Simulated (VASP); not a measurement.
A run of VASP 6.6.1 is set up as follows.

The input INCAR:

```
SYSTEM = Ga
  PREC = Accurate
  ENCUT = 600
  EDIFF = 1E-6
  ISMEAR = -1
  SIGMA = 0.05
  LREAL = .False.
  LASPH = .True.
  NELM = 60
  ALGO = Normal
  ISIF = 3
  LWAVE = .False.
  LCHARG = .False.
  GGA = PE
  IBRION = 2
  NSW = 60
  EDIFFG = -0.005
```

The input KPOINTS:

```
Automatic mesh
0
Gamma
  21 21 21
  0 0 0
```

File POSCAR:

```
Ga
1.0
   -1.6809877034      1.6809877034      1.6809877034
    1.6809877034     -1.6809877034      1.6809877034
    1.6809877034      1.6809877034     -1.6809877034
Ga
1
Direct
    0.0000000000      0.0000000000      0.0000000000
```

Potentials or basis: VASP PAW PBE potentials, release 64 (Ga_d).

The run is started by

```bash
$ cat potpaw_PBE.64/Ga_d/POTCAR > POTCAR
$ mpirun -np 1 vasp_std > vasp.out
```

Estimate the band gap on the k mesh.

zero (an odd number of electrons rules out a gap without spin polarisation).

Predict the space group after relaxing (to 0.1 Å).

Im-3m (No. 229).

Step by step:
```tsv
step	energy change (eV)	largest force (eV/Å)	pressure (GPa)	volume (Å³)
1	0.0000	0.0000	0.52	19.00
2	-0.0003	0.0000	-0.14	19.17
3	-0.0003	0.0000	0.16	19.15
4	-0.0003	0.0000	0.10	19.16
5	-0.0003	0.0000	-0.08	19.17
6	-0.0003	0.0000	0.20	19.14
7	-0.0003	0.0000	0.10	19.16
8	-0.0003	0.0000	0.11	19.16
9	-0.0003	0.0000	0.00	19.16
```
